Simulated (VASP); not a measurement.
# W (P1) in VASP: a series of runs

Runs on W. Level: PBE. Tasks: single point.

Program: VASP 6.6.1. These are calculated values, not measurements. Logs are shortened: lines on timing, memory, paths and dates and some standing lists are left out, and cuts for length are marked.

### Step 1. The cell of the first run

The typed cell holds 16 atoms: a = 6.621 Å, b = 6.621 Å, c = 6.621 Å, α = 90.00°, β = 90.00°, γ = 90.00°.

### Step 2. Single point, PBE

Input file INCAR:

```
SYSTEM = W
ALGO = Normal
EDIFF = 1E-6
ENCUT = 520
GGA = PE
ISIF = 2
ISMEAR = -1
LASPH = .TRUE.
LCHARG = .TRUE.
LELF = .TRUE.
LREAL = Auto
LVHAR = .TRUE.
LWAVE = .FALSE.
NBANDS = 126
NELM = 100
PREC = Accurate
SIGMA = 0.17
```

Input file KPOINTS:

```
k-points
0
G
  3 3 3
  0 0 0
```

Input file POSCAR:

```
W
1.0
    6.6213980000      0.0000000000      0.0000000000
    0.0000000000      6.6213980000      0.0000000000
    0.0000000000      0.0000000000      6.6213980000
W
16
Direct
   -0.0205243666      0.0158274733     -0.0263539512
    0.5093788351     -0.0234089538      0.0466819847
   -0.0283323854      0.5054521719      0.0206602896
   -0.0180022406      0.0033376637      0.4782826829
    0.2698523786      0.2264174424      0.2839581611
    0.4838857293      0.4809407319     -0.0279699242
    0.4882805716     -0.0003624612      0.5268977941
    0.7588125650      0.2356753060      0.2576042099
    0.0064789943      0.5042137627      0.5068718117
    0.2693690970      0.7540099538      0.2394358412
    0.2338176923      0.2633280766      0.7439818600
    0.5110099106      0.4868458292      0.4883560843
    0.7613648961      0.7475460620      0.2562449803
    0.7527111344      0.2803486514      0.7153474236
    0.2654122287      0.7591750262      0.7539948512
    0.7565018747      0.7606399736      0.7359775081
```

Potentials or basis: VASP PAW PBE potentials, release 64 (W_sv).

Run with:

```console
> cat potpaw_PBE.64/W_sv/POTCAR > POTCAR
> mpirun -np 1 vasp_std > vasp.out
```

OUTCAR:

```text
SYSTEM = W
   EDIFF = 1E-6
   ENCUT = 520
   GGA = PE
   ISIF = 2
   ISMEAR = -1
   LASPH = .TRUE.
   LREAL = Auto
   NELM = 100
   PREC = Accurate

 ion  position               nearest neighbor table
   1  0.979  0.016  0.974-  16 2.74   8 2.79  11 2.80  14 2.87  15 2.93  13 2.96  10 3.13   5 3.14
                             2 3.16   3 3.26   4 3.28   4 3.34   3 3.39
   2  0.509  0.977  0.047-  10 2.52  13 2.65   8 2.76   5 2.78  15 2.90  16 2.99   1 3.16   7 3.19
                            11 3.31   6 3.32   6 3.38  14 3.38   7 3.45
   3  0.972  0.505  0.021-  13 2.63   8 2.76  14 2.90  16 2.90  10 2.95  11 2.99  15 3.12   5 3.22
                             9 3.23   6 3.25   1 3.26   1 3.39   9 3.41   6 3.41
   4  0.982  0.003  0.478-   8 2.59  13 2.68   5 2.73  16 2.78  14 2.85  11 2.97  10 2.97  15 3.08
                             1 3.28   7 3.28   9 3.31   9 3.33   1 3.34   7 3.37
   5  0.270  0.226  0.284-   7 2.63  12 2.71   4 2.73   2 2.78   9 2.93   6 3.02  11 3.07   1 3.14
                            10 3.14   3 3.22   8 3.24   8 3.39
   6  0.484  0.481  0.972-  11 2.66  15 2.75  14 2.80  10 2.90   5 3.02  16 3.02   8 3.09  13 3.17
                            12 3.21   3 3.25   2 3.32   2 3.38   3 3.41  12 3.42
   7  0.488  1.000  0.527-   5 2.63  15 2.64  16 2.75  11 2.82  14 2.84  10 2.89   8 2.97  13 3.04
                             2 3.19  12 3.24   4 3.28   4 3.37  12 3.41   2 3.45
   8  0.759  0.236  0.258-   4 2.59   2 2.76   3 2.76   1 2.79  12 2.79   9 2.93   7 2.97  14 3.05
                             6 3.09  13 3.23   5 3.24   5 3.39  13 3.39
   9  0.006  0.504  0.507-  14 2.63  11 2.70  16 2.81  13 2.83  15 2.91   8 2.93   5 2.93  10 2.98
                             3 3.23  12 3.29   4 3.31   4 3.33  12 3.34   3 3.41
  10  0.269  0.754  0.239-   2 2.52   7 2.89  12 2.90   6 2.90   3 2.95   4 2.97   9 2.98   1 3.13
                             5 3.14  15 3.21  13 3.26  13 3.37  15 3.41
  11  0.234  0.263  0.744-   6 2.66   9 2.70   1 2.80   7 2.82  12 2.90   4 2.97   3 2.99   5 3.07
                            14 3.19  15 3.29   2 3.31  15 3.35  14 3.44
  12  0.511  0.487  0.488-  14 2.59   5 2.71   8 2.79  13 2.84  10 2.90  11 2.90  16 2.94  15 3.00
                             6 3.21   7 3.24   9 3.29   9 3.34   7 3.41   6 3.42
  13  0.761  0.748  0.256-   3 2.63   2 2.65   4 2.68   9 2.83  12 2.84   1 2.96   7 3.04   6 3.17
                            16 3.18   8 3.23  10 3.26  10 3.37   8 3.39  16 3.45
  14  0.753  0.280  0.715-  12 2.59   9 2.63   6 2.80   7 2.84   4 2.85   1 2.87   3 2.90   8 3.05
                            16 3.18  11 3.19   2 3.38  11 3.44  16 3.44
  15  0.265  0.759  0.754-   7 2.64   6 2.75   2 2.90   9 2.91   1 2.93  12 3.00   4 3.08   3 3.12
                            10 3.21  16 3.25  11 3.29  11 3.35  16 3.37  10 3.41
  16  0.757  0.761  0.736-   1 2.74   7 2.75   4 2.78   9 2.81   3 2.90  12 2.94   2 2.99   6 3.02
                            13 3.18  14 3.18  15 3.25  15 3.37  14 3.44  13 3.45

  LATTYP: Found a simple cubic cell.
 ALAT       =     6.6213980000

  Lattice vectors:

 A1 = (   6.6213980000,   0.0000000000,   0.0000000000)
 A2 = (   0.0000000000,   6.6213980000,   0.0000000000)
 A3 = (   0.0000000000,   0.0000000000,   6.6213980000)

Analysis of symmetry for initial positions (statically):
=====================================================================
 Subroutine PRICEL returns:
 Original cell was already a primitive cell.

 Routine SETGRP: Setting up the symmetry group for a
 simple cubic supercell.

 Subroutine GETGRP returns: Found  1 space group operations
 (whereof  1 operations were pure point group operations)
 out of a pool of 48 trial point group operations.

The static configuration has the point symmetry C_1 .

Analysis of symmetry for dynamics (positions and initial velocities):
=====================================================================
 Subroutine PRICEL returns:
 Original cell was already a primitive cell.

 Routine SETGRP: Setting up the symmetry group for a
 simple cubic supercell.

 Subroutine GETGRP returns: Found  1 space group operations
 (whereof  1 operations were pure point group operations)
 out of a pool of 48 trial point group operations.

The dynamic configuration has the point symmetry C_1 .

 Subroutine INISYM returns: Found  1 space group operations
 (whereof  1 operations are pure point group operations),
 and found     1 'primitive' translations

----------------------------------------------------------------------------------------

                                     Primitive cell

  volume of cell :     290.3014

  direct lattice vectors                    reciprocal lattice vectors
     6.621398000  0.000000000  0.000000000     0.151025509  0.000000000  0.000000000
     0.000000000  6.621398000  0.000000000     0.000000000  0.151025509  0.000000000
     0.000000000  0.000000000  6.621398000     0.000000000  0.000000000  0.151025509

  length of vectors
     6.621398000  6.621398000  6.621398000     0.151025509  0.151025509  0.151025509

  position of ions in fractional coordinates (direct lattice)
     0.979475633  0.015827473  0.973646049
     0.509378835  0.976591046  0.046681985
     0.971667615  0.505452172  0.020660290
     0.981997759  0.003337664  0.478282683
     0.269852379  0.226417442  0.283958161
     0.483885729  0.480940732  0.972030076
[... 8 lines left out ...]
     0.265412229  0.759175026  0.753994851
     0.756501875  0.760639974  0.735977508

  ion indices of the primitive-cell ions
   primitive index   ion index
                 1           1
                 2           2
                 3           3
                 4           4
                 5           5
                 6           6
[... 8 lines left out ...]
                15          15
                16          16

----------------------------------------------------------------------------------------

 KPOINTS: k-points

Automatic generation of k-mesh.
 Grid dimensions read from file:
 generate k-points for:    3    3    3

 Generating k-lattice:

  Cartesian coordinates                     Fractional coordinates (reciprocal lattice)
     0.050341836  0.000000000  0.000000000     0.333333333  0.000000000  0.000000000
     0.000000000  0.050341836  0.000000000     0.000000000  0.333333333  0.000000000
     0.000000000  0.000000000  0.050341836     0.000000000  0.000000000  0.333333333

  Length of vectors
     0.050341836  0.050341836  0.050341836

  Shift w.r.t. Gamma in fractional coordinates (k-lattice)
     0.000000000  0.000000000  0.000000000

 Subroutine IBZKPT returns following result:
 ===========================================

 Found     14 irreducible k-points:

 Following reciprocal coordinates:
            Coordinates               Weight
  0.000000  0.000000  0.000000      1.000000
  0.333333  0.000000  0.000000      2.000000
  0.000000  0.333333  0.000000      2.000000
  0.000000  0.000000  0.333333      2.000000
  0.333333  0.333333  0.000000      2.000000
  0.000000  0.333333  0.333333      2.000000
  0.333333  0.000000  0.333333      2.000000
 -0.333333  0.333333  0.000000      2.000000
 -0.333333  0.000000  0.333333      2.000000
  0.000000 -0.333333  0.333333      2.000000
  0.333333  0.333333  0.333333      2.000000
 -0.333333  0.333333  0.333333      2.000000
 -0.333333 -0.333333  0.333333      2.000000
  0.333333 -0.333333  0.333333      2.000000
   k-points           NKPTS =     14   k-points in BZ     NKDIM =     14   number of bands    NBANDS=    126
   number of dos      NEDOS =    301   number of ions     NIONS =     16
   total plane-waves  NPLWV = 125000
   dimension x,y,z NGX =    50 NGY =   50 NGZ =   50
   dimension x,y,z NGXF=   100 NGYF=  100 NGZF=  100
   ions per type =              16
   NGX,Y,Z   is equivalent  to a cutoff of  12.55, 12.55, 12.55 a.u.
   NGXF,Y,Z  is equivalent  to a cutoff of  25.11, 25.11, 25.11 a.u.
 SYSTEM =  W
   PREC   = accura    normal or accurate (medium, high low for compatibility)
   ISTART =      0    job   : 0-new  1-cont  2-samecut
   ICHARG =      2    charge: 1-file 2-atom 10-const
   ISPIN  =      1    spin polarized calculation?
   LNONCOLLINEAR =      F non collinear calculations
   LSORBIT =      F    spin-orbit coupling
   LASPH  =      T    aspherical Exc in radial PAW
   ENCUT  =  520.0 eV  38.22 Ry    6.18 a.u.  12.31 12.31 12.31*2*pi/ulx,y,z
   NELM   =    100;   NELMIN=  2; NELMDL= -5     # of ELM steps
   EDIFF  = 0.1E-05   stopping-criterion for ELM
   LREAL  =      T    real-space projection
   EDIFFG = 0.1E-04   stopping-criterion for IOM
   NSW    =      0    number of steps for IOM
   IBRION =     -1    ionic relax: 0-MD 1-quasi-New 2-CG
   NFREE  =      0    steps in history (QN), initial steepest desc. (CG)
   ISIF   =      2    stress and relaxation
   ISYM   =      2    0-nonsym 1-usesym 2-fastsym
   POTIM  = 0.5000    time-step for ionic-motion
   TEBEG  =    0.0;   TEEND  =   0.0 temperature during run
   PSTRESS=    0.0 pullay stress
   NELECT =     224.0000    total number of electrons
   NUPDOWN=      -1.0000    fix difference up-down
   EMIN   =  10.00;   EMAX   =-10.00  energy-range for DOS
   EFERMI =   0.00;   METHOD = LEGACY
   ISMEAR =    -1;   SIGMA  =   0.17  broadening in eV -4-tet -1-fermi 0-gaus
   EFERMI_NEDOS =   21; number of points for ismear=-14 and -15
   IALGO  =     38    algorithm
   IMIX   =      4    mixing-type and parameters
     AMIX     =   0.40;   BMIX     =  1.00
     AMIX_MAG =   1.60;   BMIX_MAG =  1.00
  volume/ion in A,a.u.               =      18.14       122.44
  Fermi-wavevector in a.u.,A,eV,Ry     =   1.501555  2.837527 30.676598  2.254666
  Thomas-Fermi vector in A             =   2.612910
   LORBIT       =      0    0 simple, 1 ext, 2 COOP (PROOUT), +10 PAW based schemes
   GGA     = PE    functional components
[... 5 lines left out ...]
 non-spin polarized calculation
  energy-cutoff  :      520.00
  volume of cell :      290.30
 maximum number of plane-waves:      7842
 NGX is ok and might be reduce to    50
   NGX = 25   NGY = 25   NGZ = 25

 number of electron     224.0000002 magnetization

 Free energy of the ion-electron system (eV)
  ---------------------------------------------------
  ext. energy  EPLUGINS =         0.00000000
  ---------------------------------------------------
  free energy    TOTEN  =      -201.78851737 eV

  energy without entropy =     -200.97336591  energy(sigma->0) =     -201.38094164

 E-fermi :   9.3997     XC(G=0): -12.8515

 val. band max:        9.3980602284   @ k =   0.0000   0.0000   0.3333
 cond. band min:       9.4206701478   @ k =   0.0000  -0.3333   0.3333
 fundamental gap:      0.0226099194
 Fermi energy:         9.3997360607

 k-point     1 :       0.0000    0.0000    0.0000
  band No.  band energies     occupation
      1     -64.7324      2.00000
      2     -64.7057      2.00000
      3     -64.6887      2.00000
      4     -64.6801      2.00000
      5     -64.6730      2.00000
      6     -64.6693      2.00000
[... 116 lines left out ...]
    123      11.0600      0.00011
    124      11.1924      0.00005

 k-point     2 :       0.3333    0.0000    0.0000
  band No.  band energies     occupation
      1     -64.7251      2.00000
      2     -64.7108      2.00000
      3     -64.6900      2.00000
      4     -64.6812      2.00000
      5     -64.6727      2.00000
      6     -64.6707      2.00000
[... 1640 lines left out ...]
    123      11.1409      0.00007
    124      11.2499      0.00004
 [bands above 124 left out]

------------------------ aborting loop because EDIFF is reached ----------------------------------------

  FORCE on cell =-STRESS in cart. coord.  units (eV):
  Direction    XX          YY          ZZ          XY          YZ          ZX
  --------------------------------------------------------------------------------------
  -------------------------------------------------------------------------------------
  Total      -37.6235655    -38.1346658    -33.9609417      0.2420560     -1.9912143      0.8910321
  in kB     -207.6449880   -210.4657574   -187.4309154      1.3359102    -10.9895400      4.9176188
  external PRESSURE =    -201.8472203 kB  Pullay stress =       0.0000000 kB

 VOLUME and BASIS-vectors are now :
 -----------------------------------------------------------------------------
  energy-cutoff  :      520.00
  volume of cell :      290.30
      direct lattice vectors                 reciprocal lattice vectors
     6.621398000  0.000000000  0.000000000     0.151025509  0.000000000  0.000000000
     0.000000000  6.621398000  0.000000000     0.000000000  0.151025509  0.000000000
     0.000000000  0.000000000  6.621398000     0.000000000  0.000000000  0.151025509

 POSITION                                       TOTAL-FORCE (eV/Angst)
 -----------------------------------------------------------------------------------
      6.48550      0.10480      6.44690         1.179017     -0.863988      0.564047
      3.37280      6.46640      0.30910        -0.415269      1.481242     -2.664909
      6.43380      3.34680      0.13680         1.701175     -0.385536     -1.134738
      6.50220      0.02210      3.16690         1.614030     -0.686425      1.663667
      1.78680      1.49920      1.88020        -1.016672      1.457010     -2.391300
      3.20400      3.18450      6.43620         0.659674      1.041239      1.203030
[... 8 lines left out ...]
      1.75740      5.02680      4.99250        -1.144283     -0.545669      0.059272
      5.00910      5.03650      4.87320        -0.285580     -0.255930      1.193316
 -----------------------------------------------------------------------------------
    total drift:                                0.000001      0.000787      0.004189

  FREE ENERGIE OF THE ION-ELECTRON SYSTEM (eV)
  ---------------------------------------------------
  free  energy   TOTEN  =      -201.7885173727 eV

  energy  without entropy=     -200.9733659079  energy(sigma->0) =     -201.38094164
```

Run time: 18 min. Hardware: 1 thread of Intel Xeon Platinum 8488C (Sapphire Rapids), shared host; peak memory 0.54 GiB.

Results:

- Free energy: -201.7885 eV
- Pressure: -20.2 GPa
- Largest force: 3.135 eV/Å
- Band gap on the k mesh: zero (band 112 reaches 9.71 eV, above the bottom of band 113 at 9.38 eV)

Forces on the atoms (eV/Å):
```
W    1.179 -0.864  0.564
W   -0.415  1.481 -2.665
W    1.701 -0.386 -1.135
W    1.614 -0.686  1.664
W   -1.017  1.457 -2.391
W    0.660  1.041  1.203
W    0.692 -0.353 -0.953
W   -0.641  1.271 -1.372
W    0.260  0.459 -0.629
W   -1.440 -1.183  1.170
W    0.595 -0.753  0.994
W   -0.839  1.451  0.057
W   -0.659 -0.328 -0.309
W   -0.259 -1.806  2.550
W   -1.144 -0.546  0.059
W   -0.286 -0.256  1.193
```

Caveat: spin-orbit coupling is left out, which moves the levels of the heavy elements; forces of over 1 eV/Å act on the atoms, so gaps and moduli don't describe the material at rest.

### Step 3. Single point, PBE

Input file INCAR:

```
ALGO     = Normal         # electronic algorithm
EDIFF    = 1E-6           # SCF threshold, eV
ENCUT    = 520            # plane-wave cutoff, eV
GGA      = PE             # functional
ISIF     = 2              # what is computed and relaxed
ISMEAR   = -1             # smearing method
LASPH    = T              # aspherical terms in the spheres
LCHARG   = T              # write CHGCAR
LELF     = T              # ELF
LREAL    = Auto         
LVHAR    = T            
LWAVE    = F              # write WAVECAR
NBANDS   = 126            # bands
NELM     = 100            # most SCF steps
PREC     = Accurate       # precision mode
SIGMA    = 0.17           # smearing width, eV
```

Input file KPOINTS:

```
k-points
0
Gamma
  3 3 3
```

Input file POSCAR:

```
W
1.0
    6.6213980000      0.0000000000      0.0000000000
    0.0000000000      6.6213980000      0.0000000000
    0.0000000000      0.0000000000      6.6213980000
W
16
Direct
    0.0123387840     -0.0176095743      0.0500800586
    0.4879634180      0.0159331911     -0.0288307696
    0.0211284686      0.4929170547     -0.0273960272
    0.0145739616      0.0085631463      0.5146194202
    0.2276558515      0.2613949501      0.2306008489
    0.5211890299      0.5296615609      0.0232579283
    0.5267467686      0.0163560626      0.4708522279
    0.7400854019      0.2626635644      0.2573021588
   -0.0223970829      0.4713808172      0.4980519220
    0.2333042055      0.7630714843      0.2636905379
    0.2673453552      0.2384390728      0.7209957776
    0.5061317867      0.4991846133      0.5145288049
    0.7351317652      0.7702754011      0.2583442349
    0.7466097039      0.2193796537      0.7530735956
    0.2438306835      0.7383939162      0.7457488585
    0.7383486086      0.7299968979      0.7550520298
```

Potentials or basis: VASP PAW PBE potentials, release 64 (W_sv).

Run with:

```console
> cat potpaw_PBE.64/W_sv/POTCAR > POTCAR
> mpirun -np 1 vasp_std > vasp.out
```

Wall time 17 min (1 thread of Intel Xeon Platinum 8488C (Sapphire Rapids), shared host); peak memory 0.52 GiB.

The run converged. Its results:

```
Free energy            : -201.5751 eV
Pressure               : -19.7 GPa
Largest force          : 3.899 eV/Å
Band gap on the k mesh : zero (band 112 reaches 9.74 eV, above the bottom of band 113 at 9.40 eV)
```

Forces in eV/Å, atoms in the order of the input:
```
W   -1.421  1.256 -3.407
W    0.525 -1.137  1.476
W   -1.151  0.277  1.002
W   -0.760 -1.473 -0.102
W    1.648 -0.262  0.902
W   -1.452 -1.329 -1.049
W   -2.481 -0.728  1.841
W    0.543 -0.300 -1.142
W    1.385  2.074 -0.011
W    1.362 -1.519  0.159
W   -0.982  0.886  1.438
W   -0.650  0.533 -0.830
W    1.235 -1.478 -0.163
W    0.791  1.752 -0.109
W    0.421  0.594  0.225
W    0.988  0.853 -0.232
```

Stress tensor (GPa, compression positive):
```
-19.74   0.35   0.25
  0.35 -20.17  -0.29
  0.25  -0.29 -19.21
```

Levels at points of the mesh, in eV from the Fermi level:
| k point | band 108 | band 109 | band 110 | band 111 | band 112 | band 113 | band 114 | band 115 | band 116 | band 117 |
| --- | --- | --- | --- | --- | --- | --- | --- | --- | --- | --- |
| (0.00, 0.00, 0.00) | -0.20 | 0.00 | 0.05 | 0.18 | 0.33 | 0.42 | 0.47 | 0.57 | 0.58 | 0.61 |

Caveat: spin-orbit coupling is left out, which moves the levels of the heavy elements; forces of over 1 eV/Å act on the atoms, so gaps and moduli don't describe the material at rest.
